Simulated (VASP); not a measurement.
Crystal: YTaP.

```
CELL_PARAMETERS angstrom
3.58680 0.00000 0.00000
0.00000 3.58680 0.00000
0.00000 0.00000 9.08050
ATOMIC_POSITIONS crystal
Y 0.00000 0.50000 0.90000
Y 0.50000 0.00000 0.10000
Ta 0.00000 0.50000 0.33500
Ta 0.50000 0.00000 0.66500
P 0.00000 0.50000 0.61700
P 0.50000 0.00000 0.38300
```

Base run:

| Quantity | Value |
| --- | --- |
| Program | VASP 6.6.1 |
| Functional | r2SCAN |
| Potentials or basis | VASP PAW PBE potentials, release 64 (Y_sv, Ta_pv, P) |
| Cutoff | 520 eV |
| k mesh | 5 × 5 × 2 |
| Occupations | gaussian, width 0.0157 eV |
| Spin | no spin polarisation |

Its results: band gap on the k mesh zero (bands 27 and 28 overlap by 0.66 eV); pressure 5.7 GPa; largest force 1.295 eV/Å.

Q: After a change of settings the same cell gave: band gap on the k mesh zero (bands 27 and 28 overlap by 0.69 eV); pressure 14.4 GPa; largest force 1.974 eV/Å. Which change was it?
A. hubbard terms from none to Y d U = 5.0 eV
B. further incar settings from ALGO = Normal; EDIFF = 1e-06; NBANDS = 36 to ALGO = Normal; EDIFF = 1e-07; NBANDS = 36; hubbard terms from none to Y d U = 1.0 eV
C. further incar settings from ALGO = Normal; EDIFF = 1e-06; NBANDS = 36 to ALGO = Normal; EDIFF = 1e-07; NBANDS = 36

A: A.

Caveats: the cell stands under pressure; the PAW data sets were made with another functional, which shifts forces and pressure a little; spin-orbit coupling is left out, which moves the levels of the heavy elements; U without spin polarisation on a metal has little footing (at least some runs); the U is typed as a test and isn't derived for this compound (at least some runs).
